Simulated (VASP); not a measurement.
**Sr: single point with LDA**

Crystal: Sr.

```
Sr
1.0
     7.10819    0.00000    0.00000
     0.00000    7.10819    0.00000
     0.00000    0.00000    4.67560
Sr
2
Direct
  0.00000 0.00000 0.00000
  0.50000 0.50000 0.50000
```

```
Program                : VASP 6.6.1
Task                   : single point
Functional             : LDA
Potentials or basis    : VASP PAW LDA potentials, release 64 (Sr_sv)
Cutoff                 : 520 eV
k mesh                 : 4 × 4 × 4
Occupations            : methfessel-paxton, width 0.1 eV
Spin                   : no spin polarisation
Dipole correction      : no
Further INCAR settings : ALGO = Normal; EDIFF = 1e-06; NBANDS = 17
```

```yaml
Pressure: -1.8 GPa
Band_gap_on_the_k_mesh: zero (bands 10 and 11 overlap by 0.71 eV)
```

Stress tensor (GPa, compression positive):
```
-1.96  0.00  0.00
 0.00 -1.96  0.00
 0.00  0.00 -1.49
```

Levels at points of the mesh, in eV from the Fermi level:
```
           k point  band 6  band 7  band 8  band 9  band 10  band 11  band 12  band 13  band 14  band 15
(0.00, 0.00, 0.00)  -19.72  -19.65  -19.65   -2.46    -0.39     0.45     0.88     0.88     0.97     1.19
(0.50, 0.00, 0.00)  -19.72  -19.65  -19.65   -1.70    -1.70     0.73     0.73     0.86     0.86     1.66
(0.50, 0.50, 0.00)  -19.72  -19.65  -19.65   -1.42    -1.42    -0.19    -0.19     1.22     1.22     1.89
(0.00, 0.00, 0.50)  -19.72  -19.69  -19.69   -0.60    -0.60     0.98     0.98     0.98     0.98     1.58
(0.50, 0.00, 0.50)  -19.72  -19.69  -19.69   -0.26    -0.26     0.39     0.39     0.81     0.81     1.82
(0.50, 0.50, 0.50)  -19.72  -19.69  -19.69    0.52     0.52     0.54     0.54     0.55     0.55     0.55
```

It took 110 s on 1 thread of AMD EPYC 7R13, with other jobs on the host, peak memory 0.24 GiB.
